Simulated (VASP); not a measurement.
# ScSi2O3 (Pmmm) in VASP: a series of runs, part 2 of 2

VASP 6.6.1.

### 3 Single point, PBE, collinear spin, ferromagnetic start

INCAR

```
PREC     = Accurate       # precision mode
ENCUT    = 520            # plane-wave cutoff, eV
EDIFF    = 1E-7           # SCF threshold, eV
ISMEAR   = 0              # smearing method
SIGMA    = 0.1            # smearing width, eV
LREAL    = False          # projectors in reciprocal space
LASPH    = True           # aspherical terms in the spheres
NELM     = 150            # most SCF steps
ALGO     = Normal         # electronic algorithm
ISIF     = 2              # what is computed and relaxed
LWAVE    = False          # write WAVECAR
LCHARG   = False          # write CHGCAR
ISPIN    = 2              # spin polarisation
MAGMOM   = 0 0 0 1 1 1    # initial moments
LORBIT   = 11             # projections on sites
LMAXMIX  = 4              # l up to which the mixer works
GGA      = PE             # functional
NBANDS   = 32             # bands
```

KPOINTS

```
regular mesh
0
Gamma
  4 4 4
```

POSCAR

```
ScSi2O3
1.0
    4.1576338600      0.0000000000      0.0000000000
    0.0000000000      4.1732405400      0.0000000000
    0.0000000000      0.0000000000      4.4372909100
Sc Si O
1 2 3
Direct
    0.5000000000      0.0000000000      0.0000000000
    0.5000000000      0.5000000000      0.0000000000
    0.5000000000      0.0000000000      0.5000000000
    0.8367701600      0.5000000000      0.0000000000
    0.1632298400      0.5000000000      0.0000000000
    0.0000000000      0.5000000000      0.5000000000
```

Potentials or basis: VASP PAW PBE potentials, release 64 (Sc_sv, Si, O).

On the command line:

```sh
$ cat potpaw_PBE.64/Sc_sv/POTCAR potpaw_PBE.64/Si/POTCAR potpaw_PBE.64/O/POTCAR > POTCAR
$ mpirun -np 1 vasp_std > vasp.out
```

OUTCAR:

```text
PREC = Accurate
   ENCUT = 520
   EDIFF = 1E-7
   ISMEAR = 0
   LREAL = False
   LASPH = True
   NELM = 150
   ISIF = 2
   ISPIN = 2
   LORBIT = 11
   GGA = PE

 ion  position               nearest neighbor table
   1  0.500  0.000  0.000-   2 2.09   2 2.09   3 2.22   3 2.22   4 2.51   5 2.51   4 2.51   5 2.51

   2  0.500  0.500  0.000-   4 1.40   5 1.40   1 2.09   1 2.09   3 3.05   3 3.05   3 3.05   3 3.05

   3  0.500  0.000  0.500-   1 2.22   1 2.22   2 3.05   2 3.05   2 3.05   2 3.05
   4  0.837  0.500  0.000-   5 1.36   2 1.40   1 2.51   1 2.51
   5  0.163  0.500  0.000-   4 1.36   2 1.40   1 2.51   1 2.51
   6  0.000  0.500  0.500-

  LATTYP: Found a simple orthorhombic cell.
 ALAT       =     4.1576338600
 B/A-ratio  =     1.0037537408
 C/A-ratio  =     1.0672635108

  Lattice vectors:

 A1 = (   4.1576338600,   0.0000000000,   0.0000000000)
 A2 = (   0.0000000000,   4.1732405400,   0.0000000000)
 A3 = (   0.0000000000,   0.0000000000,   4.4372909100)

Analysis of symmetry for initial positions (statically):
=====================================================================
 Subroutine PRICEL returns:
 Original cell was already a primitive cell.

 Routine SETGRP: Setting up the symmetry group for a
 simple orthorhombic supercell.

 Subroutine GETGRP returns: Found  8 space group operations
 (whereof  8 operations were pure point group operations)
 out of a pool of  8 trial point group operations.

The static configuration has the point symmetry D_2h.

Analysis of symmetry for dynamics (positions and initial velocities):
=====================================================================
 Subroutine PRICEL returns:
 Original cell was already a primitive cell.

 Routine SETGRP: Setting up the symmetry group for a
 simple orthorhombic supercell.

 Subroutine GETGRP returns: Found  8 space group operations
 (whereof  8 operations were pure point group operations)
 out of a pool of  8 trial point group operations.

[... 181 lines left out ...]

 k-point     1 :       0.0000    0.0000    0.0000
  band No.  band energies     occupation
      1     -42.6905      1.00000
      2     -21.9623      1.00000
      3     -21.6470      1.00000
      4     -21.5655      1.00000
      5     -21.0188      1.00000
      6     -15.0626      1.00000
[... 781 lines left out ...]
     29      15.1116      0.00000
     30      16.4643      0.00000

 [... further k-points ...]

 spin component 2

 k-point     1 :       0.0000    0.0000    0.0000
  band No.  band energies     occupation
      1     -42.6601      1.00000
      2     -21.9158      1.00000
      3     -21.6521      1.00000
      4     -21.5134      1.00000
      5     -20.9952      1.00000
      6     -15.0422      1.00000
[... 781 lines left out ...]
     29      15.1677      0.00000
     30      16.4687      0.00000

 [... further k-points ...]

 [bands above 30 left out]

------------------------ aborting loop because EDIFF is reached ----------------------------------------

  FORCE on cell =-STRESS in cart. coord.  units (eV):
  Direction    XX          YY          ZZ          XY          YZ          ZX
  --------------------------------------------------------------------------------------
  -------------------------------------------------------------------------------------
  Total       49.5398752     21.4507828     28.1505725     -0.0000000      0.0000000      0.0000000
  in kB     1030.9270381    446.3917578    585.8146836     -0.0000000      0.0000000      0.0000000
  external PRESSURE =     687.7111598 kB  Pullay stress =       0.0000000 kB

 VOLUME and BASIS-vectors are now :
 -----------------------------------------------------------------------------
  energy-cutoff  :      520.00
  volume of cell :       76.99
      direct lattice vectors                 reciprocal lattice vectors
     4.157633860  0.000000000  0.000000000     0.240521420  0.000000000  0.000000000
     0.000000000  4.173240540  0.000000000     0.000000000  0.239621941  0.000000000
     0.000000000  0.000000000  4.437290910     0.000000000  0.000000000  0.225362732

 POSITION                                       TOTAL-FORCE (eV/Angst)
 -----------------------------------------------------------------------------------
      2.07882      0.00000      0.00000         0.000000      0.000000      0.000000
      2.07882      2.08662      0.00000         0.000000      0.000000      0.000000
      2.07882      0.00000      2.21865         0.000000      0.000000      0.000000
      3.47898      2.08662      0.00000         9.971967     -0.000000      0.000000
      0.67865      2.08662      0.00000        -9.971967      0.000000      0.000000
      0.00000      2.08662      2.21865         0.000000      0.000000      0.000000
 -----------------------------------------------------------------------------------
    total drift:                                0.000000      0.000000     -0.000000

  FREE ENERGIE OF THE ION-ELECTRON SYSTEM (eV)
  ---------------------------------------------------
  free  energy   TOTEN  =       -19.2425489533 eV

  energy  without entropy=      -19.2288621113  energy(sigma->0) =      -19.23570553

 total charge

# of ion       s       p       d       tot
------------------------------------------
    1        2.343   6.229   2.122  10.693
    2        0.925   1.225   0.000   2.150
    3        0.928   0.795   0.000   1.723
    4        1.620   3.618   0.000   5.237
    5        1.620   3.618   0.000   5.237
    6        1.609   3.145   0.000   4.754
--------------------------------------------------
tot          9.043  18.630   2.122  29.795

 magnetization (x)

# of ion       s       p       d       tot
------------------------------------------
    1        0.003   0.004   0.042   0.048
    2       -0.001   0.003   0.000   0.002
    3        0.003  -0.002   0.000   0.000
    4       -0.001   0.016   0.000   0.015
    5       -0.001   0.016   0.000   0.015
    6        0.006   0.498   0.000   0.504
--------------------------------------------------
tot          0.007   0.536   0.042   0.584
```

stdout:

```text
POSCAR found type information on POSCAR ScSiO
 POSCAR found :  3 types and       6 ions
 scaLAPACK will be used
 LDA part: xc-table for (Slater+PW92), standard interpolation
 POSCAR, INCAR and KPOINTS ok, starting setup
 FFT: planning ... GRIDC
 FFT: planning ... GRID_SOFT
 FFT: planning ... GRID
 WAVECAR not read
 entering main loop
```

Run time: 3 min. Hardware: 1 thread of Intel Xeon Platinum 8488C (Sapphire Rapids), shared host; peak memory 0.28 GiB.

What came out:

* Free energy: -19.2425 eV
* Pressure: 68.8 GPa
* Largest force: 9.972 eV/Å
* Net moment: 0.64 μB per cell
* Site moments: Sc +0.05; Si +0.00; O +0.01, +0.50 μB
* Valence electrons inside the program's atomic spheres: Sc 10.69; Si 2.15, 1.72; O 5.24, 4.75

Forces in eV/Å, atoms in the order of the input:
```
Sc   0.000  0.000  0.000
Si   0.000  0.000  0.000
Si   0.000  0.000  0.000
O    9.972  0.000  0.000
O   -9.972  0.000  0.000
O    0.000  0.000  0.000
```

Levels at points of the mesh, in eV from the Fermi level:
Spin up:
```csv
k point,band 15,band 16,band 17,band 18,band 19,band 20,band 21,band 22,band 23,band 24
"(0.00, 0.00, 0.00)",-2.07,-1.79,-0.83,0.13,0.31,0.80,1.51,1.93,1.98,2.43
"(0.50, 0.00, 0.00)",-1.73,-1.54,-0.79,-0.63,0.22,1.32,1.33,1.43,2.79,2.95
"(0.00, 0.50, 0.00)",-1.81,-1.72,-1.02,-0.94,-0.40,0.81,1.56,1.73,1.79,2.33
"(0.50, 0.50, 0.00)",-2.91,-1.33,-0.75,0.53,0.68,1.04,1.30,1.73,2.17,2.26
"(0.00, 0.00, 0.50)",-2.79,-1.64,-1.38,-1.22,-0.28,0.60,1.19,1.94,2.47,3.75
"(0.50, 0.00, 0.50)",-2.06,-1.89,-1.88,-1.42,-1.28,-0.81,2.76,2.98,3.23,3.53
"(0.00, 0.50, 0.50)",-2.21,-2.13,-1.19,-1.09,-1.08,-0.30,0.93,1.58,2.44,3.02
"(0.50, 0.50, 0.50)",-1.97,-1.96,-1.95,-1.73,-0.13,0.54,0.57,2.43,3.50,4.29
```
Spin down:
```csv
k point,band 15,band 16,band 17,band 18,band 19,band 20,band 21,band 22
"(0.00, 0.00, 0.00)",-1.65,-1.58,0.23,0.28,0.52,0.75,1.70,1.94
"(0.50, 0.00, 0.00)",-1.12,-0.96,-0.72,0.32,0.41,1.34,1.38,1.51
"(0.00, 0.50, 0.00)",-1.42,-1.19,-0.67,-0.59,0.55,0.84,1.58,1.68
"(0.50, 0.50, 0.00)",-2.63,-1.03,0.53,0.55,0.78,1.03,1.34,2.01
"(0.00, 0.00, 0.50)",-2.49,-1.31,-1.02,-0.46,0.12,0.80,1.24,1.95
"(0.50, 0.00, 0.50)",-1.85,-1.36,-1.35,-1.29,-0.87,-0.18,2.77,3.00
"(0.00, 0.50, 0.50)",-2.17,-1.07,-1.04,-0.61,-0.49,-0.36,1.17,1.60
"(0.50, 0.50, 0.50)",-1.94,-1.91,-1.48,-0.69,0.30,0.58,0.88,2.47
```

Caveat: the k points lie up to 0.38 Å⁻¹ apart; forces of over 1 eV/Å act on the atoms, so gaps and moduli don't describe the material at rest.

### 4 Single point, PBE, collinear spin, ferromagnetic start

This run uses another cell than the first one, of 28.00 Å³/atom, 2.182 times its volume.

INCAR

```
ALGO = Normal
EDIFF = 1E-6
ENCUT = 520
GGA = PE
ISIF = 2
ISMEAR = 0
ISPIN = 2
LASPH = True
LCHARG = False
LMAXMIX = 4
LORBIT = 11
LREAL = False
LWAVE = False
MAGMOM = 0 0 0 1 1 1
NBANDS = 32
NELM = 150
PREC = Accurate
SIGMA = 0.1
```

KPOINTS

```
k-points
0
Gamma
  4 4 4
```

POSCAR

```
ScSi2O3
1.0
    5.9128870246      0.0000000000      0.0000000000
    0.0000000000      5.3603481294      0.0000000000
    0.0000000000      0.0000000000      5.3009796301
Sc Si O
1 2 3
Direct
    0.5000000000      0.0000000000      0.0000000000
    0.5000000000      0.5000000000      0.0000000000
    0.5000000000      0.0000000000      0.5000000000
    0.7622112564      0.5000000000      0.0000000000
    0.2377887436      0.5000000000      0.0000000000
    0.0000000000      0.5000000000      0.5000000000
```

On the command line:

```sh
$ cat potpaw_PBE.64/Sc_sv/POTCAR potpaw_PBE.64/Si/POTCAR potpaw_PBE.64/O/POTCAR > POTCAR
$ mpirun -np 1 vasp_std > vasp.out
```

Wall time 12 min (1 thread of Intel Xeon Platinum 8488C (Sapphire Rapids), shared host); peak memory 0.44 GiB.

Results (log left out):

| Quantity | Value |
| --- | --- |
| Free energy | -28.5305 eV |
| Pressure | -0.5 GPa |
| Largest force | 0.093 eV/Å |
| Net moment | 0.00 μB per cell |
| Valence electrons inside the program's atomic spheres | Sc 9.33; Si 1.75, 1.57; O 4.96, 4.62 |

Forces in eV/Å, atoms in the order of the input:
```
Sc   0.000  0.000  0.000
Si   0.000  0.000  0.000
Si   0.000  0.000  0.000
O    0.093  0.000  0.000
O   -0.093  0.000  0.000
O    0.000  0.000  0.000
```

Stress tensor (GPa, compression positive):
```
-1.28  0.00  0.00
 0.00 -1.20  0.00
 0.00  0.00  1.07
```

Levels at points of the mesh, in eV from the Fermi level:
Spin up:
```csv
k point,band 15,band 16,band 17,band 18,band 19,band 20,band 21,band 22
"(0.00, 0.00, 0.00)",-0.70,-0.44,-0.25,-0.13,0.09,0.81,0.90,0.90
"(0.50, 0.00, 0.00)",-0.54,-0.20,-0.07,0.01,0.07,0.34,0.76,0.91
"(0.00, 0.50, 0.00)",-0.73,-0.30,-0.28,-0.12,-0.11,0.40,0.83,1.03
"(0.50, 0.50, 0.00)",-0.93,-0.47,-0.10,0.01,0.27,0.49,0.92,1.03
"(0.00, 0.00, 0.50)",-2.28,-0.61,-0.61,-0.33,0.01,0.04,0.18,1.47
"(0.50, 0.00, 0.50)",-2.10,-0.40,-0.22,-0.20,-0.17,-0.16,-0.14,1.66
"(0.00, 0.50, 0.50)",-1.78,-0.42,-0.27,-0.25,-0.16,-0.12,0.38,0.68
"(0.50, 0.50, 0.50)",-1.77,-0.73,-0.35,-0.15,0.00,0.23,0.51,0.81
```
Spin down:
| k point | band 14 | band 15 | band 16 | band 17 | band 18 | band 19 | band 20 | band 21 | band 22 | band 23 |
| --- | --- | --- | --- | --- | --- | --- | --- | --- | --- | --- |
| (0.00, 0.00, 0.00) | -2.44 | -0.70 | -0.44 | -0.25 | -0.13 | 0.09 | 0.81 | 0.90 | 0.90 | 1.26 |
| (0.50, 0.00, 0.00) | -2.72 | -0.54 | -0.20 | -0.07 | 0.01 | 0.07 | 0.34 | 0.76 | 0.91 | 1.23 |
| (0.00, 0.50, 0.00) | -2.42 | -0.73 | -0.30 | -0.28 | -0.12 | -0.11 | 0.40 | 0.83 | 1.03 | 1.21 |
| (0.50, 0.50, 0.00) | -2.70 | -0.93 | -0.47 | -0.10 | 0.01 | 0.27 | 0.49 | 0.92 | 1.03 | 1.17 |
| (0.00, 0.00, 0.50) | -2.60 | -2.28 | -0.61 | -0.61 | -0.33 | 0.01 | 0.04 | 0.18 | 1.47 | 1.85 |
| (0.50, 0.00, 0.50) | -2.62 | -2.10 | -0.40 | -0.22 | -0.20 | -0.16 | -0.16 | -0.14 | 1.66 | 1.84 |
| (0.00, 0.50, 0.50) | -2.54 | -1.78 | -0.42 | -0.27 | -0.25 | -0.16 | -0.12 | 0.38 | 0.68 | 1.42 |
| (0.50, 0.50, 0.50) | -2.56 | -1.77 | -0.73 | -0.35 | -0.15 | 0.00 | 0.23 | 0.51 | 0.81 | 1.40 |

### 5 Summary

| spin | cell | gap on the mesh (eV) | pressure (GPa) | moment (μB) | largest force (eV/Å) |
| --- | --- | --- | --- | --- | --- |
| off | a = 4.158, b = 4.173, c = 4.437 Å, 6 atoms | none | 68.4 | - | 9.88 |
| collinear, ferromagnetic start | a = 4.158, b = 4.173, c = 4.437 Å, 6 atoms | none | 68.8 | 0.64 | 9.97 |
| collinear, ferromagnetic start | a = 5.913, b = 5.360, c = 5.301 Å, 6 atoms | none | -0.5 | 0.00 | 0.09 |

Alike in all rows: task single point; level PBE; potentials or basis VASP PAW PBE potentials, release 64 (Sc_sv, Si, O); k mesh 4 × 4 × 4; cutoff (eV) 520; smearing gaussian 0.1 eV.

Caveats: some runs use coarse meshes; an odd number of electrons without spin polarisation forces a metal (some runs); a magnetic or distorted state may lie lower (some runs); forces of over 1 eV/Å act on the atoms, so gaps and moduli don't describe the material at rest (some runs).

Total energies depend on the potentials used, so only differences within one code and one set of settings carry meaning.
